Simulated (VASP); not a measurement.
Ge: relaxation of the atoms with PBE

Crystal: Ge.

```
Ge
1.0
    -0.03073    2.87859    2.87859
     2.87859   -0.03073    2.87859
     2.87859    2.87859   -0.03073
Ge
2
Cartesian
  0.0000 0.0000 0.0000
  1.4316 1.4316 1.4316
```

This cell differs from its parent crystal: strained cell.

```json
{
 "Program": "VASP 6.6.1",
 "Task": "relaxation of the atoms",
 "Functional": "PBE",
 "Potentials or basis": "VASP PAW PBE potentials, release 64 (Ge_d)",
 "Cutoff": "450 eV",
 "k mesh": "12 × 12 × 12",
 "Occupations": "gaussian, width 0.1 eV",
 "Spin": "no spin polarisation",
 "Dipole correction": "no",
 "Further INCAR settings": "ALGO = Normal; EDIFF = 1e-07; IBRION = 2; EDIFFG = -0.002; NSW = 60"
}
```

```yaml
Energy_gained_by_relaxing: 0.5 meV/atom
Ionic_steps: 3
Pressure_after_relaxing: -1.1 GPa
Band_gap_on_the_k_mesh: zero (bands 14 and 15 overlap by 0.13 eV)
```

Stress tensor (GPa, compression positive):
```
-1.06  0.52  0.52
 0.52 -1.06  0.52
 0.52  0.52 -1.06
```

Step by step:
```csv
step,energy change (eV),largest force (eV/Å),pressure (GPa)
1,0.0000,0.1400,-1.02
2,-0.0010,0.0098,-1.08
3,-0.0010,0.0002,-1.06
```

Final structure:
```cif
data_structure
_symmetry_space_group_name_H-M 'P 1'
_symmetry_Int_Tables_number 1
_cell_length_a 4.0711
_cell_length_b 4.0711
_cell_length_c 4.0711
_cell_angle_alpha 60.706
_cell_angle_beta 60.706
_cell_angle_gamma 60.706
_cell_volume 48.47
loop_
_atom_site_label
_atom_site_type_symbol
_atom_site_fract_x
_atom_site_fract_y
_atom_site_fract_z
_atom_site_occupancy
Ge1 Ge 0.99927 0.99927 0.99927 1
Ge2 Ge 0.25073 0.25073 0.25073 1
```

Levels at points of the mesh, in eV from the Fermi level:
```
           k point  band 11  band 12  band 13  band 14  band 15  band 16  band 17  band 18
(0.00, 0.00, 0.00)   -12.23    -0.55     0.00     0.00     0.12     2.51     2.51     2.66
(0.50, 0.00, 0.00)   -10.33    -7.27    -1.27    -1.21     0.07     3.74     3.80     7.16
(0.50, 0.50, 0.00)    -8.63    -8.58    -2.86    -2.75     0.79     0.95     8.94     9.02
(0.50, 0.50, 0.50)   -10.24    -7.25    -1.34    -1.34    -0.13     3.68     3.68     7.03
```

Run time: 4 min on 1 thread of Intel(R) Xeon(R) Platinum 8259CL CPU @ 2.50GHz (Skylake/Cascade Lake), on a shared host, peak memory 0.23 GiB.

Caveat: the cell differs from its parent crystal (strained cell); semilocal functionals underestimate gaps, so a narrow gap can read as zero.
